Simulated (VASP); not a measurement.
# B (Ia-3d) in VASP: further runs, part 2 of 2

VASP 6.6.1. Earlier steps stand in the parts before.

### Step 3. Relaxation of cell and atoms, PBE

INCAR reads:

```
PREC = Accurate ; ENCUT = 600
EDIFF = 1E-6 ; ISMEAR = 0
SIGMA = 0.1 ; LREAL = False
LASPH = True ; NELM = 100
ALGO = Normal ; ISIF = 3
LWAVE = False ; LCHARG = False
GGA = PE ; IBRION = 2
NSW = 100 ; EDIFFG = -0.01
```

KPOINTS reads:

```
Automatic mesh
0
Gamma
  10 10 10
```

POSCAR reads:

```
B
1.0
   -2.4958170228      2.4958170228      2.4958170228
    2.4958170228     -2.4958170228      2.4958170228
    2.4958170228      2.4958170228     -2.4958170228
B
8
Direct
    0.2500000000      0.2500000000      0.2500000000
    0.5000000000      0.0000000000      0.2500000000
    0.0000000000      0.2500000000      0.5000000000
    0.2500000000      0.5000000000      0.0000000000
    0.7500000000      0.7500000000      0.7500000000
    0.5000000000      0.0000000000      0.7500000000
    0.0000000000      0.7500000000      0.5000000000
    0.7500000000      0.5000000000      0.0000000000
```

Potentials or basis: VASP PAW PBE potentials, release 64 (B).

On the command line:

```
cat potpaw_PBE.64/B/POTCAR > POTCAR
mpirun -np 1 vasp_std > vasp.out
```

OUTCAR:

```text
PREC = Accurate
   ENCUT = 600
   EDIFF = 1E-6
   ISMEAR = 0
   LREAL = False
   LASPH = True
   NELM = 100
   ISIF = 3
   GGA = PE
   IBRION = 2
   NSW = 100
   EDIFFG = -0.01

 ion  position               nearest neighbor table
   1  0.250  0.250  0.250-   2 1.76   3 1.76   4 1.76   5 2.16   5 2.16
   2  0.500  0.000  0.250-   1 1.76   3 1.76   4 1.76   6 2.16   6 2.16
   3  0.000  0.250  0.500-   1 1.76   4 1.76   2 1.76   7 2.16   7 2.16
   4  0.250  0.500  0.000-   1 1.76   2 1.76   3 1.76   8 2.16   8 2.16
   5  0.750  0.750  0.750-   6 1.76   7 1.76   8 1.76   1 2.16   1 2.16
   6  0.500  0.000  0.750-   5 1.76   8 1.76   7 1.76   2 2.16   2 2.16
   7  0.000  0.750  0.500-   5 1.76   6 1.76   8 1.76   3 2.16   3 2.16
   8  0.750  0.500  0.000-   5 1.76   7 1.76   6 1.76   4 2.16   4 2.16

  LATTYP: Found a body centered cubic cell.
 ALAT       =     4.9916340456

  Lattice vectors:

 A1 = (  -2.4958170228,   2.4958170228,   2.4958170228)
 A2 = (   2.4958170228,  -2.4958170228,   2.4958170228)
 A3 = (   2.4958170228,   2.4958170228,  -2.4958170228)

Analysis of symmetry for initial positions (statically):
=====================================================================
[... 195 lines left out ...]
  band No.  band energies     occupation
      1      -8.7873      2.00000
      2       0.4839      2.00000
      3       0.4839      2.00000
      4       0.4839      2.00000
      5       0.5073      2.00000
      6       0.5073      2.00000
[... 457 lines left out ...]
      4      -2.0545      2.00000
      5      -0.2370      2.00000
      6      -0.2233      2.00000
[... 9 lines left out ...]
     16       7.6075      0.00000
     17      11.3993      0.00000

 [... further k-points ...]
[... 5 lines left out ...]
  --------------------------------------------------------------------------------------
  -------------------------------------------------------------------------------------
  Total       -0.0263335     -0.0263335     -0.0263335     -0.0000000      0.0000000     -0.0000000
  in kB       -0.6784539     -0.6784539     -0.6784539     -0.0000000      0.0000000     -0.0000000
  external PRESSURE =      -0.6784539 kB  Pullay stress =       0.0000000 kB

 VOLUME and BASIS-vectors are now :
 -----------------------------------------------------------------------------
  energy-cutoff  :      600.00
  volume of cell :       62.19
      direct lattice vectors                 reciprocal lattice vectors
    -2.495817023  2.495817023  2.495817023     0.000000000  0.200335199  0.200335199
     2.495817023 -2.495817023  2.495817023     0.200335199  0.000000000  0.200335199
     2.495817023  2.495817023 -2.495817023     0.200335199  0.200335199  0.000000000

 POSITION                                       TOTAL-FORCE (eV/Angst)
 -----------------------------------------------------------------------------------
      0.62395      0.62395      0.62395         0.000000      0.000000      0.000000
     -0.62395      1.87186      0.62395         0.000000      0.000000      0.000000
      1.87186      0.62395     -0.62395         0.000000     -0.000000     -0.000000
      0.62395     -0.62395      1.87186        -0.000000      0.000000      0.000000
      1.87186      1.87186      1.87186        -0.000000      0.000000      0.000000
      0.62395      3.11977     -0.62395        -0.000000     -0.000000     -0.000000
      3.11977     -0.62395      0.62395        -0.000000      0.000000     -0.000000
     -0.62395      0.62395      3.11977         0.000000      0.000000      0.000000
 -----------------------------------------------------------------------------------
    total drift:                                0.000000      0.000000      0.000000

  FREE ENERGIE OF THE ION-ELECTRON SYSTEM (eV)
  ---------------------------------------------------
  free  energy   TOTEN  =       -44.2631825898 eV

  energy  without entropy=      -44.2458149124  energy(sigma->0) =      -44.25449875

 reached required accuracy - stopping structural energy minimisation
```

CONTCAR:

```text
B
   1.00000000000000
    -2.4958170227999998    2.4958170227999998    2.4958170227999998
     2.4958170227999998   -2.4958170227999998    2.4958170227999998
     2.4958170227999998    2.4958170227999998   -2.4958170227999998
  B
     8
Direct
     0.2500000000000000    0.2500000000000000    0.2500000000000000
     0.5000000000000000    0.0000000000000000    0.2500000000000000
     0.0000000000000000    0.2500000000000000    0.5000000000000000
     0.2500000000000000    0.5000000000000000    0.0000000000000000
     0.7500000000000000    0.7500000000000000    0.7500000000000000
     0.5000000000000000    0.0000000000000000    0.7500000000000000
     0.0000000000000000    0.7500000000000000    0.5000000000000000
     0.7500000000000000    0.5000000000000000    0.0000000000000000

  0.00000000E+00  0.00000000E+00  0.00000000E+00
  0.00000000E+00  0.00000000E+00  0.00000000E+00
  0.00000000E+00  0.00000000E+00  0.00000000E+00
  0.00000000E+00  0.00000000E+00  0.00000000E+00
  0.00000000E+00  0.00000000E+00  0.00000000E+00
  0.00000000E+00  0.00000000E+00  0.00000000E+00
  0.00000000E+00  0.00000000E+00  0.00000000E+00
  0.00000000E+00  0.00000000E+00  0.00000000E+00
```

It took 20 s on 1 thread of Intel Xeon 6975P-C (Granite Rapids), shared host; peak memory 0.21 GiB.

Results:

* Free energy: -44.2632 eV
* Pressure after relaxing: -0.1 GPa
* Band gap on the k mesh: zero (band 12 reaches 5.84 eV, above the bottom of band 13 at 1.25 eV)

Final structure:
```yaml
crystal:
  lattice:
    - [-2.49582, 2.49582, 2.49582]
    - [2.49582, -2.49582, 2.49582]
    - [2.49582, 2.49582, -2.49582]
  atoms:
    - { symbol: B, position: [0.25000, 0.25000, 0.25000] }
    - { symbol: B, position: [0.50000, 0.00000, 0.25000] }
    - { symbol: B, position: [0.00000, 0.25000, 0.50000] }
    - { symbol: B, position: [0.25000, 0.50000, 0.00000] }
    - { symbol: B, position: [0.75000, 0.75000, 0.75000] }
    - { symbol: B, position: [0.50000, 0.00000, 0.75000] }
    - { symbol: B, position: [0.00000, 0.75000, 0.50000] }
    - { symbol: B, position: [0.75000, 0.50000, 0.00000] }
```

Caveat: the relaxation stopped at its first step, so nothing moved.

### Step 4. Single point, PBE

INCAR reads:

```
PREC = Accurate ; ENCUT = 520
EDIFF = 1E-6 ; ISMEAR = 0
SIGMA = 0.2 ; LREAL = F
LASPH = T ; NELM = 100
ALGO = Normal ; ISIF = 2
LWAVE = F ; LCHARG = F
GGA = PE ; NBANDS = 22
```

KPOINTS reads:

```
regular mesh
0
Gamma
  6 6 6
```

POSCAR reads:

```
B
1.0
   -2.4956585323      2.4956585323      2.4956585323
    2.4956585323     -2.4956585323      2.4956585323
    2.4956585323      2.4956585323     -2.4956585323
B
8
Direct
    0.2500000000      0.2500000000      0.2500000000
    0.5000000000      0.0000000000      0.2500000000
    1.0000000000      0.2500000000      0.5000000000
    0.2500000000      0.5000000000      1.0000000000
    0.7500000000      0.7500000000      0.7500000000
    0.5000000000      1.0000000000      0.7500000000
    1.0000000000      0.7500000000      0.5000000000
    0.7500000000      0.5000000000      1.0000000000
```

On the command line:

```
cat potpaw_PBE.64/B/POTCAR > POTCAR
mpirun -np 1 vasp_std > vasp.out
```

Run time: 7.2 s. Hardware: 1 thread of Intel Xeon 6975P-C (Granite Rapids), shared host; peak memory 0.17 GiB.

It converged, with:

- Free energy: -44.3242 eV
- Pressure: 0.0 GPa
- Band gap on the k mesh: zero (band 12 reaches 5.70 eV, above the bottom of band 13 at 1.25 eV)

Levels at points of the mesh, in eV from the Fermi level:
```tsv
k point	band 10	band 11	band 12	band 13	band 14	band 15
(0.00, 0.00, 0.00)	-4.43	-3.78	-3.78	-3.78	0.81	0.81
(0.50, 0.00, 0.00)	-2.10	-0.19	-0.19	0.93	0.93	3.56
(0.50, 0.50, 0.50)	-0.82	-0.82	-0.82	0.79	0.79	6.71
```

### Step 5. Single point, PBE

INCAR reads:

```
SYSTEM = B
  ALGO = Normal
  EDIFF = 1E-7
  ENCUT = 520
  GGA = PE
  ISIF = 2
  ISMEAR = 0
  LASPH = .TRUE.
  LCHARG = .FALSE.
  LREAL = .FALSE.
  LWAVE = .FALSE.
  NBANDS = 22
  NELM = 60
  PREC = Accurate
  SIGMA = 0.1
```

KPOINTS reads:

```
k-points
0
G
  6 6 6
  0 0 0
```

POSCAR reads:

```
B
1.0
   -2.4958170228      2.4958170228      2.4958170228
    2.4958170228     -2.4958170228      2.4958170228
    2.4958170228      2.4958170228     -2.4958170228
B
8
Direct
    0.2500000000      0.2500000000      0.2500000000
    0.5000000000      0.0000000000      0.2500000000
    0.0000000000      0.2500000000      0.5000000000
    0.2500000000      0.5000000000      0.0000000000
    0.7500000000      0.7500000000      0.7500000000
    0.5000000000      0.0000000000      0.7500000000
    0.0000000000      0.7500000000      0.5000000000
    0.7500000000      0.5000000000      0.0000000000
```

On the command line:

```
cat potpaw_PBE.64/B/POTCAR > POTCAR
mpirun -np 1 vasp_std > vasp.out
```

It took 11 s on 1 thread of Intel Xeon 6975P-C (Granite Rapids), shared host; peak memory 0.16 GiB.

The run converged. Its results:

```yaml
Free_energy: -44.3031 eV
Pressure: 0.0 GPa
Band_gap_on_the_k_mesh: zero (band 12 reaches 5.70 eV, above the bottom of band 13 at 1.25 eV)
```

Levels at points of the mesh, in eV from the Fermi level:
| k point | band 8 | band 9 | band 10 | band 11 | band 12 | band 13 | band 14 | band 15 | band 16 | band 17 |
| --- | --- | --- | --- | --- | --- | --- | --- | --- | --- | --- |
| (0.00, 0.00, 0.00) | -4.42 | -4.42 | -4.39 | -3.74 | -3.74 | -3.74 | 0.84 | 0.84 | 2.82 | 10.48 |
| (0.50, 0.00, 0.00) | -2.46 | -2.06 | -2.06 | -0.16 | -0.16 | 0.97 | 0.97 | 3.59 | 3.59 | 3.78 |
| (0.50, 0.50, 0.50) | -0.78 | -0.78 | -0.78 | -0.78 | -0.78 | 0.82 | 0.82 | 6.74 | 6.74 | 6.74 |

### Step 6. Relaxation of cell and atoms, PBE

This run uses another cell than the first one, of 5.66 Å³/atom, 0.728 times its volume.

INCAR reads:

```
PREC     = Accurate       # precision mode
ENCUT    = 600            # plane-wave cutoff, eV
EDIFF    = 1E-6           # SCF threshold, eV
ISMEAR   = 0              # smearing method
SIGMA    = 0.1            # smearing width, eV
LREAL    = F              # projectors in reciprocal space
LASPH    = T              # aspherical terms in the spheres
NELM     = 100            # most SCF steps
ALGO     = Normal         # electronic algorithm
ISIF     = 3              # what is computed and relaxed
LWAVE    = F              # write WAVECAR
LCHARG   = F              # write CHGCAR
GGA      = PE             # functional
IBRION   = 2              # ionic algorithm
NSW      = 90             # ionic steps
EDIFFG   = -0.04          # ionic threshold
```

KPOINTS reads:

```
Automatic mesh
0
Gamma
  6 6 6
```

POSCAR, as its differences from that of step 5:

```diff
@@ -2,5 +2,5 @@
 1.0
-   -2.4958170228      2.4958170228      2.4958170228
-    2.4958170228     -2.4958170228      2.4958170228
-    2.4958170228      2.4958170228     -2.4958170228
+   -2.2453066800      2.2453066800      2.2453066800
+    2.2453066800     -2.2453066800      2.2453066800
+    2.2453066800      2.2453066800     -2.2453066800
 B
```

Potentials or basis: VASP PAW PBE potentials, release 64 (B).

On the command line:

```
cat potpaw_PBE.64/B/POTCAR > POTCAR
mpirun -np 1 vasp_std > vasp.out
```

Run time: 20 s. Hardware: 1 thread of Intel Xeon 6975P-C (Granite Rapids), shared host; peak memory 0.16 GiB.

Results (log left out):

| Property | Result |
| --- | --- |
| Free energy | -44.2968 eV |
| Relaxed volume | 7.77 Å³/atom |
| Relaxed cell | a = 4.322 Å, b = 4.322 Å, c = 4.322 Å, α = 109.47°, β = 109.47°, γ = 109.47° |
| Space group after relaxing (to 0.05 Å) | Ia-3d (No. 230) |
| Energy gained by relaxing | 549.8 meV/atom |
| Ionic steps | 3 |
| Pressure after relaxing | 0.2 GPa |
| Band gap on the k mesh | zero (band 12 reaches 5.71 eV, above the bottom of band 13 at 1.26 eV) |

The path:
| step | energy change (eV) | largest force (eV/Å) | pressure (GPa) | volume (Å³) |
| --- | --- | --- | --- | --- |
| 1 | 0.0000 | 0.0000 | 105.31 | 45.28 |
| 2 | -3.3240 | 0.0000 | -24.84 | 74.29 |
| 3 | -4.3982 | 0.0000 | 0.21 | 62.14 |

Final structure:
```cif
data_structure
_symmetry_space_group_name_H-M 'P 1'
_symmetry_Int_Tables_number 1
_cell_length_a 4.3217
_cell_length_b 4.3217
_cell_length_c 4.3217
_cell_angle_alpha 109.471
_cell_angle_beta 109.471
_cell_angle_gamma 109.471
_cell_volume 62.14
loop_
_atom_site_label
_atom_site_type_symbol
_atom_site_fract_x
_atom_site_fract_y
_atom_site_fract_z
_atom_site_occupancy
B1 B 0.25000 0.25000 0.25000 1
B2 B 0.50000 0.00000 0.25000 1
B3 B 0.00000 0.25000 0.50000 1
B4 B 0.25000 0.50000 0.00000 1
B5 B 0.75000 0.75000 0.75000 1
B6 B 0.50000 0.00000 0.75000 1
B7 B 0.00000 0.75000 0.50000 1
B8 B 0.75000 0.50000 0.00000 1
```

Levels at points of the mesh, in eV from the Fermi level:
```
           k point  band 8  band 9  band 10  band 11  band 12  band 13  band 14  band 15  band 16  band 17
(0.00, 0.00, 0.00)   -4.42   -4.42    -4.39    -3.75    -3.75    -3.75     0.84     0.84     2.82    10.49
(0.50, 0.00, 0.00)   -2.46   -2.06    -2.06    -0.16    -0.16     0.97     0.97     3.60     3.60     3.78
(0.50, 0.50, 0.50)   -0.78   -0.78    -0.78    -0.78    -0.78     0.82     0.82     6.75     6.75     6.75
```

Caveat: the volume moved by over 15 % at a fixed basis, so the end points are rough.

### Step 7. Overview

```tsv
task	cell	k mesh	cutoff (eV)	smearing	gap on the mesh (eV)	pressure (GPa)
single point	a = 4.323 Å, angles 109.5°, 8 atoms	10 × 10 × 10	520	gaussian 0.1 eV	none	0.0
relaxation of cell and atoms	relaxed from a = 4.323 Å, angles 109.5°, 8 atoms	10 × 10 × 10	600	gaussian 0.1 eV	none	-0.1
single point	a = 4.323 Å, angles 109.5°, 8 atoms	6 × 6 × 6	520	gaussian 0.2 eV	none	0.0
single point	a = 4.323 Å, angles 109.5°, 8 atoms	6 × 6 × 6	520	gaussian 0.1 eV	none	0.0
relaxation of cell and atoms	relaxed from a = 3.889 Å, angles 109.5°, 8 atoms	6 × 6 × 6	600	gaussian 0.1 eV	none	0.2
```

Alike in all rows: level PBE; potentials or basis VASP PAW PBE potentials, release 64 (B); no spin polarisation.

Every run on the cell as given and a fine mesh finds a metal.

Caveats: the relaxation stopped at its first step, so nothing moved (some runs); the volume moved by over 15 % at a fixed basis, so the end points are rough (some runs).

Absolute energies hang on the potentials; compare differences alone.
